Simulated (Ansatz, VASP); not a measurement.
Two plane-wave programs on AlNi

```xyz
2
Lattice="2.9654 0.0000 0.0000 0.0000 2.9654 0.0000 0.0000 0.0000 2.8931" Properties=species:S:1:pos:R:3 pbc="T T T"
Al    0.0000    0.0000    0.0000
Ni    1.4827    1.4827    1.4465
```

Change from the starting cell: strain +0.025 along x and y, +0.000 along z, atoms carried along.

Alike in both runs: task single point; functional PBE; k mesh 20 × 20 × 20; occupations gaussian, width 0.15 eV; no spin polarisation.

|  | VASP | Ansatz |
| --- | --- | --- |
| version | VASP 6.6.1 | Ansatz 0.2.0 |
| potentials or method | VASP PAW PBE potentials, release 64 (Al, Ni), cutoff 520 eV | scalar-relativistic, plane waves, PAW |
| valence electrons in the cell | 13 | 21 |

|  | VASP | Ansatz | Ansatz less VASP |
| --- | --- | --- | --- |
| gap on the k mesh at the Fermi level (eV) | none | none | - |
| pressure (GPa) | -7.1 | -7.0 | +0.12 |
| traceless stress, the component that is largest in VASP (GPa) | 1.08 | 1.05 | -0.025 |

A gap of «none» marks a metal or a gap that the smearing closes. VASP's potentials hold 13 valence electrons a cell and Ansatz's 21, so a difference there can come from the potentials and not from the codes.
